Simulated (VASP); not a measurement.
# Ge in VASP: further runs, part 2 of 2

VASP 6.6.1. The steps go on from the part before.

## (3) Single point, PBE+D3(BJ) (layers slid over each other)

Contents of INCAR:

```
SYSTEM = Ge
ALGO = Normal ; DIPOL = 0.5 0.5 0.377
EDIFF = 1E-6 ; ENCUT = 520
GGA = PE ; IDIPOL = 3
ISIF = 2 ; ISMEAR = 0
IVDW = 12 ; LASPH = .TRUE.
LCHARG = .FALSE. ; LDIPOL = .TRUE.
LREAL = .FALSE. ; LWAVE = .FALSE.
NBANDS = 36 ; NELM = 80
PREC = Accurate ; SIGMA = 0.1
```

Contents of KPOINTS:

```
k-points
0
G
  9 9 1
  0 0 0
```

Contents of POSCAR:

```
Ge
1.0
    4.0226895311      0.0000000000      0.0000000000
   -2.0113447656      3.4837513255      0.0000000000
    0.0000000000      0.0000000000     18.8685220517
Ge
4
Direct
    0.3333333333      0.6666666667      0.2747571332
    0.6666666667      0.3333333333      0.2384924472
    0.8888888889      1.2222222222      0.5150653573
    1.2222222222      0.8888888889      0.4788006714
```

Potentials or basis: VASP PAW PBE potentials, release 64 (Ge_d).

Command:

```console
cat potpaw_PBE.64/Ge_d/POTCAR > POTCAR
mpirun -np 1 vasp_std > vasp.out
```

OUTCAR:

```text
SYSTEM = Ge
   EDIFF = 1E-6
   ENCUT = 520
   GGA = PE
   ISIF = 2
   ISMEAR = 0
   IVDW = 12
   LASPH = .TRUE.
   LREAL = .FALSE.
   NELM = 80
   PREC = Accurate
 IVDW          = 12

 ion  position               nearest neighbor table
   1  0.333  0.667  0.275-   2 2.42   2 2.42   2 2.42
   2  0.667  0.333  0.238-   1 2.42   1 2.42   1 2.42
   3  0.889  0.222  0.515-   4 2.42   4 2.42   4 2.42
   4  0.222  0.889  0.479-   3 2.42   3 2.42   3 2.42

  LATTYP: Found a hexagonal cell.
 ALAT       =     4.0226895311
 C/A-ratio  =     4.6905240650

  Lattice vectors:

 A1 = (   4.0226895311,   0.0000000000,   0.0000000000)
 A2 = (  -2.0113447656,   3.4837513255,   0.0000000000)
 A3 = (   0.0000000000,   0.0000000000,  18.8685220517)

Analysis of symmetry for initial positions (statically):
=====================================================================
 Subroutine PRICEL returns:
 Original cell was already a primitive cell.

 Routine SETGRP: Setting up the symmetry group for a
 hexagonal supercell.

 Subroutine GETGRP returns: Found  2 space group operations
 (whereof  1 operations were pure point group operations)
 out of a pool of 24 trial point group operations.

The static configuration has the point symmetry C_1 .
 The point group associated with its full space group is S_2 .

Analysis of symmetry for dynamics (positions and initial velocities):
=====================================================================
 Subroutine PRICEL returns:
 Original cell was already a primitive cell.

 Routine SETGRP: Setting up the symmetry group for a
 hexagonal supercell.

 Subroutine GETGRP returns: Found  2 space group operations
 (whereof  1 operations were pure point group operations)
 out of a pool of 24 trial point group operations.

The dynamic configuration has the point symmetry C_1 .
 The point group associated with its full space group is S_2 .

 Subroutine INISYM returns: Found  2 space group operations
 (whereof  1 operations are pure point group operations),
 and found     1 'primitive' translations

----------------------------------------------------------------------------------------

                                     Primitive cell

  volume of cell :     264.4244

  direct lattice vectors                    reciprocal lattice vectors
     4.022689531  0.000000000  0.000000000     0.248589903  0.143523447  0.000000000
    -2.011344766  3.483751326  0.000000000     0.000000000  0.287046895  0.000000000
     0.000000000  0.000000000 18.868522052     0.000000000  0.000000000  0.052998322

  length of vectors
     4.022689531  4.022689531 18.868522052     0.287046895  0.287046895  0.052998322

  position of ions in fractional coordinates (direct lattice)
     0.333333333  0.666666667  0.274757133
     0.666666667  0.333333333  0.238492447
     0.888888889  0.222222222  0.515065357
     0.222222222  0.888888889  0.478800671

  ion indices of the primitive-cell ions
   primitive index   ion index
                 1           1
                 2           2
[... 32 lines left out ...]
  0.111111  0.000000  0.000000      2.000000
  0.000000  0.111111  0.000000      2.000000
 -0.111111  0.111111  0.000000      2.000000
  0.222222 -0.000000  0.000000      2.000000
  0.000000  0.222222  0.000000      2.000000
[... 16 lines left out ...]
  0.333333  0.111111  0.000000      2.000000
 -0.111111  0.444444  0.000000      2.000000
 [... further k-points ...]
   k-points           NKPTS =     41   k-points in BZ     NKDIM =     41   number of bands    NBANDS=     36
   number of dos      NEDOS =    301   number of ions     NIONS =      4
   total plane-waves  NPLWV = 126000
   dimension x,y,z NGX =    30 NGY =   30 NGZ =  140
   dimension x,y,z NGXF=    60 NGYF=   60 NGZF=  280
   ions per type =               4
   NGX,Y,Z   is equivalent  to a cutoff of  12.40, 12.40, 12.34 a.u.
   NGXF,Y,Z  is equivalent  to a cutoff of  24.80, 24.80, 24.67 a.u.
 SYSTEM =  Ge
   PREC   = accura    normal or accurate (medium, high low for compatibility)
   ISTART =      0    job   : 0-new  1-cont  2-samecut
   ICHARG =      2    charge: 1-file 2-atom 10-const
   ISPIN  =      1    spin polarized calculation?
   LNONCOLLINEAR =      F non collinear calculations
   LSORBIT =      F    spin-orbit coupling
   LASPH  =      T    aspherical Exc in radial PAW
   ENCUT  =  520.0 eV  38.22 Ry    6.18 a.u.   7.48  7.48 35.08*2*pi/ulx,y,z
   NELM   =     80;   NELMIN=  2; NELMDL= -5     # of ELM steps
   EDIFF  = 0.1E-05   stopping-criterion for ELM
   LREAL  =      F    real-space projection
   EDIFFG = 0.1E-04   stopping-criterion for IOM
   NSW    =      0    number of steps for IOM
   IBRION =     -1    ionic relax: 0-MD 1-quasi-New 2-CG
   NFREE  =      0    steps in history (QN), initial steepest desc. (CG)
   ISIF   =      2    stress and relaxation
   ISYM   =      2    0-nonsym 1-usesym 2-fastsym
   POTIM  = 0.5000    time-step for ionic-motion
   TEBEG  =    0.0;   TEEND  =   0.0 temperature during run
   PSTRESS=    0.0 pullay stress
   NELECT =      56.0000    total number of electrons
   NUPDOWN=      -1.0000    fix difference up-down
   EMIN   =  10.00;   EMAX   =-10.00  energy-range for DOS
   EFERMI =   0.00;   METHOD = LEGACY
   ISMEAR =     0;   SIGMA  =   0.10  broadening in eV -4-tet -1-fermi 0-gaus
   EFERMI_NEDOS =   21; number of points for ismear=-14 and -15
   IALGO  =     38    algorithm
   IMIX   =      4    mixing-type and parameters
     AMIX     =   0.40;   BMIX     =  1.00
     AMIX_MAG =   1.60;   BMIX_MAG =  1.00
  volume/ion in A,a.u.               =      66.11       446.11
  Fermi-wavevector in a.u.,A,eV,Ry     =   0.975821  1.844035 12.955840  0.952227
  Thomas-Fermi vector in A             =   2.106391
   LORBIT       =      0    0 simple, 1 ext, 2 COOP (PROOUT), +10 PAW based schemes
   GGA     = PE    functional components
   LHFCALC =     F    Hartree Fock is set to
   AEXX    =    0.0000 exact exchange contribution
   IVDW    =    12    specifies the selected vdW correction
   LEPSILON=     F    determine dielectric tensor
   LRPA    =     F    only Hartree local field effects (RPA)
 non-spin polarized calculation
 Gauss-broadening in eV      SIGMA  =   0.10
  energy-cutoff  :      520.00
  volume of cell :      264.42
 maximum number of plane-waves:      7165
 NGX is ok and might be reduce to    30
   NGX = 15   NGY = 15   NGZ = 71

 dipolmoment           0.000000      0.000000      0.000023 electrons x Angstroem

 number of electron      55.9999992 magnetization

 dipolmoment           0.000000      0.000000     -0.000004 electrons x Angstroem

 Free energy of the ion-electron system (eV)
  ---------------------------------------------------
  ext. energy  EPLUGINS =         0.00000000
  ---------------------------------------------------
  free energy    TOTEN  =       -16.21204401 eV

  energy without entropy =      -16.21098603  energy(sigma->0) =      -16.21151502

 E-fermi :  -1.3598     XC(G=0):  -4.4074

 val. band max:       -1.4581721785   @ k =   0.3333   0.3333   0.0000
 cond. band min:      -1.2613550410   @ k =   0.3333   0.3333   0.0000
 fundamental gap:      0.1968171375
 Fermi energy:        -1.3597632189

 k-point     1 :       0.0000    0.0000    0.0000
  band No.  band energies     occupation
      1     -25.8574      2.00000
      2     -25.8573      2.00000
      3     -25.8573      2.00000
      4     -25.8573      2.00000
      5     -25.8071      2.00000
      6     -25.8070      2.00000
[... 925 lines left out ...]
     35       4.3984      0.00000
     36       4.9507      0.00000

 [... further k-points ...]

------------------------ aborting loop because EDIFF is reached ----------------------------------------

 vacuum level on the upper side and lower side of the slab       (xc-potential included)        -0.130        -0.131

 Edisp (eV)   -0.80487

 E8    (eV) :    -0.3695

  FORCE on cell =-STRESS in cart. coord.  units (eV):
  Direction    XX          YY          ZZ          XY          YZ          ZX
  --------------------------------------------------------------------------------------
  -------------------------------------------------------------------------------------
  Total      -0.22681    -0.16439    -0.87881     0.06314    -0.13283     0.14210
  in kB      -1.37426    -0.99605    -5.32478     0.38255    -0.80485     0.86099
  external pressure =       -2.57 kB  Pullay stress =        0.00 kB

 VOLUME and BASIS-vectors are now :
 -----------------------------------------------------------------------------
  energy-cutoff  :      520.00
  volume of cell :      264.42
      direct lattice vectors                 reciprocal lattice vectors
     4.022689531  0.000000000  0.000000000     0.248589903  0.143523447  0.000000000
    -2.011344766  3.483751326  0.000000000     0.000000000  0.287046895  0.000000000
     0.000000000  0.000000000 18.868522052     0.000000000  0.000000000  0.052998322

 POSITION                                       TOTAL-FORCE (eV/Angst)
 -----------------------------------------------------------------------------------
     -0.00000      2.32250      5.18426        -0.041191      0.031804      0.189714
      2.01134      1.16125      4.50000         0.003179      0.002125      0.017438
      3.12876      0.77417      9.71852        -0.003179     -0.002125     -0.017438
     -0.89393      3.09667      9.03426         0.041191     -0.031804     -0.189714
 -----------------------------------------------------------------------------------
    total drift:                                0.000144      0.000255     -0.000109

  FREE ENERGIE OF THE ION-ELECTRON SYSTEM (eV)
  ---------------------------------------------------
  free  energy   TOTEN  =       -17.0169168384 eV

  energy  without entropy=      -17.0158588575  energy(sigma->0) =      -17.01638785

 vacuum level on the upper side and lower side of the slab         3.036         3.036
```

OSZICAR:

```text
N       E                     dE             d eps       ncg     rms          rms(c)
DAV:   1     0.489042895555E+03    0.48904E+03   -0.29785E+04  3484   0.267E+03
DAV:   2     0.622231750027E+02   -0.42682E+03   -0.41818E+03  3304   0.678E+02
DAV:   3    -0.126064486593E+02   -0.74830E+02   -0.74189E+02  4168   0.189E+02
[... 13 lines left out ...]
DAV:  17    -0.162120021659E+02   -0.11358E-03   -0.74788E-06  2428   0.900E-02    0.139E-03
DAV:  18    -0.162120342095E+02   -0.32044E-04   -0.24724E-06  2260   0.502E-02    0.715E-04
DAV:  19    -0.162120425960E+02   -0.83865E-05   -0.16386E-06  2420   0.110E-02    0.297E-04
DAV:  20    -0.162120436483E+02   -0.10523E-05   -0.33892E-07  2252   0.922E-03    0.233E-04
DAV:  21    -0.162120440106E+02   -0.36232E-06   -0.10616E-07  2184   0.127E-02
   1 F= -.17016917E+02 E0= -.17016388E+02  d E =-.105798E-02
```

Run time: 12 min. Hardware: 1 thread of Intel Xeon Platinum 8488C (Sapphire Rapids), shared host; peak memory 0.51 GiB.

What came out:

```yaml
Free_energy: -17.0169 eV
Largest_force: 0.197 eV/Å
Band_gap_on_the_k_mesh: 0.20 eV
Dispersion_energy_per_atom: -0.201 eV
```

Forces in eV/Å, atoms in the order of the input:
```
Ge  -0.041  0.032  0.190
Ge   0.003  0.002  0.017
Ge  -0.003 -0.002 -0.017
Ge   0.041 -0.032 -0.190
```

Levels at points of the mesh, in eV from the valence-band top:
```
           k point  band 26  band 27  band 28  band 29  band 30  band 31
(0.00, 0.00, 0.00)    -0.35    -0.33    -0.30     0.61     0.78     2.08
```

Caveat: the cell differs from its parent crystal (layers slid over each other); semilocal functionals underestimate gaps, and a narrow one can read as zero.
